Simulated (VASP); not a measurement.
The system is Cd.

```
CELL_PARAMETERS angstrom
2.85668 0.00000 0.00000
0.00000 2.85668 0.00000
0.00000 0.00000 2.85668
ATOMIC_POSITIONS crystal
Cd 0.00000 0.00000 0.00000
```

* Program: VASP 6.6.1
* Task: relaxation of cell and atoms
* Functional: PBE
* Potentials or basis: VASP PAW PBE potentials, release 64 (Cd)
* Cutoff: 600 eV
* k mesh: 11 × 11 × 11
* Occupations: fermi-dirac, width 0.1 eV
* Spin: no spin polarisation

At the start: pressure 6.8 GPa; volume 23.31 Å³/atom.

**Question.** How do energy, volume and symmetry change on relaxing?

**Answer.** Over 3 steps the energy falls by 65.3 meV/atom and the volume is 26.99 Å³/atom (+15.8 %); space group Pm-3m (No. 221, to 0.05 Å).

Step by step:
```csv
step,energy change (eV),largest force (eV/Å),pressure (GPa),volume (Å³)
1,0.0000,0.0000,6.76,23.31
2,-0.0652,0.0000,0.20,26.79
3,-0.0653,0.0000,0.01,26.99
```

Final structure:
```xyz
1
Lattice="2.9996 0.0000 0.0000 0.0000 2.9996 0.0000 0.0000 0.0000 2.9996" Properties=species:S:1:pos:R:3 pbc="T T T"
Cd    0.0000    0.0000    0.0000
```

Caveat: the volume moved by over 15 % at a fixed basis, so the end points are rough.
